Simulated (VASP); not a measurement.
# AgI (P6_3mc) in VASP: further runs, part 2 of 2

VASP 6.6.1. The steps go on from the part before.

## 4. Single point, PBEsol, non-collinear spin, zero start, spin-orbit coupling

INCAR reads:

```
SYSTEM = AgI
  PREC = Accurate
  ENCUT = 500
  EDIFF = 1E-6
  ISMEAR = 0
  SIGMA = 0.01
  LREAL = .False.
  LASPH = .True.
  NELM = 200
  ALGO = Normal
  ISIF = 2
  LWAVE = .False.
  LCHARG = .True.
  MAGMOM = 0 0 0 0 0 0 0 0 0 0 0 0
  LORBIT = 11
  LSORBIT = .True.
  GGA_COMPAT = .False.
  LORBMOM = .True.
  LMAXMIX = 4
  GGA = PS
  LVHAR = .True.
  NBANDS = 50
```

KPOINTS reads:

```
Automatic mesh
0
Gamma
  6 6 4
  0 0 0
```

POSCAR reads:

```
AgI
1.0
    4.5590943184      0.0000000000      0.0000000000
   -2.2795471592      3.9482914980      0.0000000000
    0.0000000000      0.0000000000      7.4539507573
Ag I
2 2
Direct
    0.6666666667      0.3333333333      0.6275530660
    0.3333333333      0.6666666667      0.1275530660
    0.6666666667      0.3333333333      0.0024469340
    0.3333333333      0.6666666667      0.5024469340
```

Potentials or basis: VASP PAW PBE potentials, release 64 (Ag, I).

Run with:

```sh
cat potpaw_PBE.64/Ag/POTCAR potpaw_PBE.64/I/POTCAR > POTCAR
mpirun -np 1 vasp_ncl > vasp.out
```

OUTCAR:

```text
SYSTEM = AgI
   PREC = Accurate
   ENCUT = 500
   EDIFF = 1E-6
   ISMEAR = 0
   LREAL = .False.
   LASPH = .True.
   NELM = 200
   ISIF = 2
   LORBIT = 11
   LSORBIT = .True.
   GGA = PS

 ion  position               nearest neighbor table
   1  0.667  0.333  0.628-   4 2.79   4 2.79   4 2.79   3 2.79
   2  0.333  0.667  0.128-   3 2.79   3 2.79   3 2.79   4 2.79
   3  0.667  0.333  0.002-   2 2.79   2 2.79   2 2.79   1 2.79
   4  0.333  0.667  0.502-   1 2.79   1 2.79   1 2.79   2 2.79

  LATTYP: Found a hexagonal cell.
 ALAT       =     4.5590943184
 C/A-ratio  =     1.6349630512

  Lattice vectors:

 A1 = (   4.5590943184,   0.0000000000,   0.0000000000)
 A2 = (  -2.2795471592,   3.9482914980,   0.0000000000)
 A3 = (   0.0000000000,   0.0000000000,   7.4539507573)

Analysis of symmetry for initial positions (statically):
=====================================================================
 Subroutine PRICEL returns:
 Original cell was already a primitive cell.

 Routine SETGRP: Setting up the symmetry group for a
 hexagonal supercell.

 Subroutine GETGRP returns: Found 12 space group operations
 (whereof  6 operations were pure point group operations)
 out of a pool of 24 trial point group operations.

The static configuration has the point symmetry C_3v.
 The point group associated with its full space group is C_6v.

Analysis of symmetry for dynamics (positions and initial velocities):
=====================================================================
 Subroutine PRICEL returns:
 Original cell was already a primitive cell.

 Routine SETGRP: Setting up the symmetry group for a
 hexagonal supercell.

 Subroutine GETGRP returns: Found 12 space group operations
 (whereof  6 operations were pure point group operations)
 out of a pool of 24 trial point group operations.

The dynamic configuration has the point symmetry C_3v.
 The point group associated with its full space group is C_6v.

Analysis of structural, dynamic, and magnetic symmetry:
[... 1448 lines left out ...]
            0.000  -0.000  -0.000

 orbital moment (y)

 # of ion     p       d       tot
 ----------------------------------------
  1        -0.000  -0.000  -0.000
  2         0.000   0.000   0.000
  3        -0.000   0.000  -0.000
  4        -0.000  -0.000  -0.000
 ----------------------------------------
           -0.000  -0.000  -0.000

 orbital moment (z)

 # of ion     p       d       tot
 ----------------------------------------
  1         0.000  -0.000  -0.000
  2        -0.000  -0.000  -0.000
  3         0.000   0.000   0.000
  4         0.000   0.000   0.000
 ----------------------------------------
           -0.000  -0.000  -0.000

 Spin-Orbit-Coupling matrix elements

 Ion:    1  E_soc:     -0.0470879
 l=   1
     0.0000000    -0.0020785    -0.0021108
    -0.0020785     0.0000000    -0.0020785
    -0.0021108    -0.0020785     0.0000000
 l=   2
     0.0000000    -0.0011421     0.0000000    -0.0011421    -0.0046399
    -0.0011421     0.0000000    -0.0034755    -0.0011166    -0.0011421
     0.0000000    -0.0034755     0.0000000    -0.0034755     0.0000000
    -0.0011421    -0.0011166    -0.0034755     0.0000000    -0.0011421
    -0.0046399    -0.0011421     0.0000000    -0.0011421     0.0000000
 l=   3
     0.0000000     0.0000000     0.0000000     0.0000000     0.0000000     0.0000000     0.0000000
     0.0000000     0.0000000     0.0000000     0.0000000     0.0000000     0.0000000     0.0000000
     0.0000000     0.0000000     0.0000000     0.0000000     0.0000000     0.0000000     0.0000000
     0.0000000     0.0000000     0.0000000     0.0000000     0.0000000     0.0000000     0.0000000
[... 49 lines left out ...]
 l=   2
     0.0000000    -0.0000193     0.0000000    -0.0000193    -0.0001076
    -0.0000193     0.0000000    -0.0000811    -0.0000119    -0.0000193
     0.0000000    -0.0000811     0.0000000    -0.0000811     0.0000000
    -0.0000193    -0.0000119    -0.0000811     0.0000000    -0.0000193
    -0.0001076    -0.0000193     0.0000000    -0.0000193     0.0000000
 l=   3
     0.0000000     0.0000000     0.0000000     0.0000000     0.0000000     0.0000000     0.0000000
     0.0000000     0.0000000     0.0000000     0.0000000     0.0000000     0.0000000     0.0000000
     0.0000000     0.0000000     0.0000000     0.0000000     0.0000000     0.0000000     0.0000000
     0.0000000     0.0000000     0.0000000     0.0000000     0.0000000     0.0000000     0.0000000
     0.0000000     0.0000000     0.0000000     0.0000000     0.0000000     0.0000000     0.0000000
     0.0000000     0.0000000     0.0000000     0.0000000     0.0000000     0.0000000     0.0000000
     0.0000000     0.0000000     0.0000000     0.0000000     0.0000000     0.0000000     0.0000000

 total charge

# of ion       s       p       d       tot
------------------------------------------
    1        0.315   0.240   9.285   9.839
    2        0.315   0.240   9.285   9.839
    3        1.496   2.743   0.038   4.277
    4        1.496   2.743   0.038   4.277
--------------------------------------------------
tot          3.622   5.965  18.646  28.233

 magnetization (x)

# of ion       s       p       d       tot
------------------------------------------
    1       -0.000   0.000  -0.000   0.000
    2        0.000  -0.000   0.000  -0.000
    3        0.000   0.000   0.000   0.000
    4        0.000   0.000  -0.000  -0.000
--------------------------------------------------
tot          0.000  -0.000  -0.000  -0.000

 magnetization (y)

# of ion       s       p       d       tot
------------------------------------------
    1       -0.000   0.000   0.000  -0.000
    2        0.000   0.000   0.000   0.000
    3        0.000   0.000   0.000   0.000
    4       -0.000  -0.000   0.000  -0.000
--------------------------------------------------
tot         -0.000  -0.000   0.000  -0.000

 magnetization (z)

# of ion       s       p       d       tot
------------------------------------------
    1       -0.000  -0.000   0.000  -0.000
    2       -0.000  -0.000   0.000  -0.000
    3        0.000  -0.000   0.000  -0.000
    4        0.000  -0.000   0.000  -0.000
--------------------------------------------------
tot         -0.000  -0.000   0.000  -0.000
```

stdout:

```text
POSCAR found type information on POSCAR AgI
 POSCAR found :  2 types and       4 ions
 scaLAPACK will be used
 -----------------------------------------------------------------------------
|                                                                             |
|                                                                             |
|     You enforced a specific xc type in the INCAR file but a different       |
|     I HOPE YOU KNOW WHAT YOU ARE DOING!                                     |
|                                                                             |
 -----------------------------------------------------------------------------

 LDA part: xc-table for (Slater+PW92), standard interpolation
 POSCAR, INCAR and KPOINTS ok, starting setup
 FFT: planning ... GRIDC
 FFT: planning ... GRID_SOFT
 FFT: planning ... GRID
 WAVECAR not read
 entering main loop
```

It took 7.5 min on 1 thread of AMD EPYC 9755, shared host; peak memory 0.63 GiB.

Results:

| Quantity | Value |
| --- | --- |
| Free energy | -11.2167 eV |
| Pressure | 0.0 GPa |
| Net moment | 0.00 μB per cell |
| Valence electrons inside the program's atomic spheres | Ag 9.84; I 4.28 |

Moments on the atoms (μB; x, y, z):
```
Ag  0.00 0.00 0.00
Ag  0.00 0.00 0.00
I   0.00 0.00 0.00
I   0.00 0.00 0.00
```

Caveat: the PAW data sets were made with another functional, which shifts forces and pressure a little.

## 5. Summary

```tsv
task	spin	cell	k mesh	smearing	gap on the mesh (eV)	pressure (GPa)
single point	off	a = 4.559, b = 4.559, c = 7.454 Å, angles 90.0, 90.0, 120.0°, 4 atoms, atomic positions A	8 × 8 × 4	fermi-dirac 0.1 eV	1.23	0.0
relaxation of cell and atoms	off	relaxed from a = 4.590, b = 4.590, c = 7.520 Å, angles 90.0, 90.0, 120.0°, 4 atoms, atomic positions B	8 × 8 × 4	fermi-dirac 0.1 eV	1.23	0.0
single point	non-collinear, zero start, SOC	a = 4.559, b = 4.559, c = 7.454 Å, angles 90.0, 90.0, 120.0°, 4 atoms, atomic positions A	6 × 6 × 4	gaussian 0.01 eV	-	0.0
```

Alike in all rows: level PBEsol; potentials or basis VASP PAW PBE potentials, release 64 (Ag, I); cutoff (eV) 500.

Caveats: the PAW data sets were made with another functional, which shifts forces and pressure a little; spin-orbit coupling is left out, which moves the levels of the heavy elements (at least some runs).

Absolute energies hang on the potentials; compare differences alone.
